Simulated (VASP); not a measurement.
Set up this calculation in VASP 6.6.1, as the native input.

```yaml
Task: single point
Functional: PBEsol
Potentials_or_basis: VASP PAW PBE potentials, release 64 (Cu_sv_GW, O)
Cutoff: 820 eV
k_mesh: 4 × 4 × 2
Occupations: gaussian, width 0.1 eV
Spin: no spin polarisation
Dipole_correction: no
Further_INCAR_settings: ALGO = Normal; EDIFF = 1e-06; NBANDS = 33
```

The structure of CuO lies in POSCAR:

```
CuO
1.0
    2.3446500000     -1.7134000000      0.0000000000
    2.3446500000      1.7134000000      0.0000000000
   -0.8605500000      0.0000000000      5.0594400000
Cu O
2 2
Direct
    0.0032000000      0.4968000000      0.0000000000
    0.4968000000      0.0032000000      0.5000000000
    0.5714000000      0.4056000000      0.2537000000
    0.4056000000      0.5714000000      0.7537000000
```

The input as run:

INCAR

```
PREC = Accurate
ENCUT = 820
EDIFF = 1E-6
ISMEAR = 0
SIGMA = 0.1
LREAL = F
LASPH = T
NELM = 120
ALGO = Normal
ISIF = 2
LWAVE = F
LCHARG = F
GGA = PS
NBANDS = 33
GGA_COMPAT = F
```

KPOINTS

```
regular mesh
0
Gamma
  4 4 2
```

Potentials or basis: VASP PAW PBE potentials, release 64 (Cu_sv_GW, O).

Command:

```bash
$ cat potpaw_PBE.64/Cu_sv_GW/POTCAR potpaw_PBE.64/O/POTCAR > POTCAR
$ mpirun -np 1 vasp_std > vasp.out
```

It gave:

```yaml
Pressure: -3.6 GPa
Largest_force: 0.760 eV/Å
Band_gap_on_the_k_mesh: zero (bands 25 and 26 overlap by 0.68 eV)
```

Caveat: the k points lie up to 0.62 Å⁻¹ apart, too coarse for converged energies and pressures of a metal; the PAW data sets were made with another functional, which shifts forces and pressure a little; semilocal functionals often make such compounds metallic where correlation or magnetic order opens a gap, which also shifts bond lengths.

Run time: 44 s on 1 thread of Intel(R) Xeon(R) Platinum 8259CL CPU @ 2.50GHz (Skylake/Cascade Lake), with other jobs on the host, peak memory 0.21 GiB.
